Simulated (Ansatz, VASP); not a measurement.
# SiBiS: VASP beside Ansatz

```
Si Bi S
1.0
     5.13688    0.00000    0.00000
    -2.56844    4.44867    0.00000
     0.00000    0.00000    5.59344
Si Bi S
2 2 2
Cartesian
  0.0000 2.9658 4.1951
  2.5684 1.4829 1.3984
  0.0000 2.9658 1.3984
  2.5684 1.4829 4.1951
  0.0000 0.0000 0.0000
  0.0000 0.0000 2.7967
```

Alike in both runs: task relaxation of cell and atoms; functional PBE; k mesh 6 × 6 × 4; occupations gaussian, width 0.1 eV; no spin polarisation.

|  | VASP | Ansatz |
| --- | --- | --- |
| version | VASP 6.6.1 | Ansatz 0.2.0 |
| potentials or method | VASP PAW PBE potentials, release 64 (Si, Bi_d, S), cutoff 600 eV | scalar-relativistic, plane waves, PAW |
| valence electrons in the cell | 50 | 50 |

VASP gave:

| Property | Result |
| --- | --- |
| gap on the k mesh at the Fermi level, each at its own relaxed structure (eV) | none |
| relaxed volume (Å³/atom) | 21.62 |
| relaxed cell length with the largest relative difference (Å) | 5.585 |

Question: What did Ansatz give for the same quantities?

Answer: gap on the k mesh at the Fermi level, each at its own relaxed structure (eV): none; relaxed volume (Å³/atom): 21.62; relaxed cell length with the largest relative difference (Å): 5.599.

A gap of «none» marks a metal or a gap that the smearing closes.

Spin-orbit coupling is off throughout.
